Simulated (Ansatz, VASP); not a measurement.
Pt in VASP and in Ansatz

The input INCAR:

```
SYSTEM = Pt
  ALGO = Normal
  EDIFF = 1E-7
  EDIFFG = -0.04
  ENCUT = 600
  GGA = PE
  IBRION = 2
  ISIF = 3
  ISMEAR = 0
  LASPH = .TRUE.
  LCHARG = .FALSE.
  LREAL = .FALSE.
  LWAVE = .FALSE.
  NELM = 60
  NSW = 90
  PREC = Accurate
  SIGMA = 0.1
```

Contents of KPOINTS:

```
k-points
0
G
  4 4 6
  0 0 0
```

The input POSCAR:

```
Pt
1.0
    4.3856647600      0.0000000000      0.0000000000
    0.0000000000      4.3856647600      0.0000000000
    0.0000000000      0.0000000000      2.5381703500
Pt
3
Direct
    0.0000000000      0.5000000000      0.8292888700
    0.5000000000      0.0000000000      0.8292888700
    0.0000000000      0.0000000000      0.5229998200
```

Input for Ansatz:

```yaml
crystal:
  lattice:
    - [4.38566476, 0.0, 0.0]
    - [0.0, 4.38566476, 0.0]
    - [0.0, 0.0, 2.53817035]
  atoms:
    - { symbol: Pt, position: [0.0, 0.5, 0.82928887] }
    - { symbol: Pt, position: [0.5, 0.0, 0.82928887] }
    - { symbol: Pt, position: [0.0, 0.0, 0.52299982] }
basis:
  ecutwfc: 420
kpoints:
  mp_grid: { grid: [4, 4, 6] }
hamiltonian:
  xc: pbe
scf:
  occupations: { method: gaussian, width: 0.1 }
  lower_state_search: "off"
output:
  forces: true
  stress: true
  eigenvalues: true
relax:
  adjacent_minimum: "off"
  f_tol: 0.04
  max_steps: 70
  cell: { stress_tol: 0.4 }
```

Alike in both runs: task relaxation of cell and atoms; functional PBE; k mesh 4 × 4 × 6; occupations gaussian, width 0.1 eV; no spin polarisation.

|  | VASP | Ansatz |
| --- | --- | --- |
| version | VASP 6.6.1 | Ansatz 0.2.0 |
| potentials or method | VASP PAW PBE potentials, release 64 (Pt), cutoff 600 eV | scalar-relativistic, plane waves, PAW |
| valence electrons in the cell | 30 | 54 |

VASP gave:

```
gap on the k mesh at the Fermi level, each at its own relaxed structure (eV) : none
relaxed volume (Å³/atom)                                                     : 18.82
relaxed cell length with the largest relative difference (Å)                 : 4.524
```

Estimate Ansatz's values.

gap on the k mesh at the Fermi level, each at its own relaxed structure (eV): none; relaxed volume (Å³/atom): 18.88; relaxed cell length with the largest relative difference (Å): 4.532.

A gap of «none» marks a metal or a gap that the smearing closes. VASP's potentials hold 30 valence electrons a cell and Ansatz's 54, so a difference there can come from the potentials and not from the codes.

The k mesh is coarse, so the values compare programs but aren't converged. Neither program's run includes spin-orbit coupling. Noted on VASP's run: the volume moved by over 15 % at a fixed basis, so the end points are rough.
